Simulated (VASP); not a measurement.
A run of VASP 6.6.1 is set up as follows.

The input INCAR:

```
  ALGO = Normal
  EDIFF = 1E-6
  ENCUT = 560
  GGA = CA
  GGA_COMPAT = F
  ISIF = 2
  ISMEAR = -1
  LASPH = T
  LCHARG = F
  LREAL = F
  LWAVE = F
  NBANDS = 14
  NELM = 120
  PREC = Accurate
  SIGMA = 0.1
```

File KPOINTS:

```
k-points
0
Gamma
  16 16 16
```

Contents of POSCAR:

```
Re
1.0
    0.0000000000      1.8772623846      1.8772623846
    1.8772623846      0.0000000000      1.8772623846
    1.8772623846      1.8772623846      0.0000000000
Re
1
Direct
    0.0000000000      0.0000000000      0.0000000000
```

Potentials or basis: VASP PAW LDA potentials, release 64 (Re_sv_GW).

The run is started by

```sh
$ cat potpaw_LDA.64/Re_sv_GW/POTCAR > POTCAR
$ mpirun -np 1 vasp_std > vasp.out
```

(1) Predict the pressure.

(2) Predict the band gap on the k mesh.

Results:

(1) 40.9 GPa.

(2) zero (an odd number of electrons rules out a gap without spin polarisation).

Caveat: the cell stands under pressure; spin-orbit coupling is left out, which moves the levels of the heavy elements.
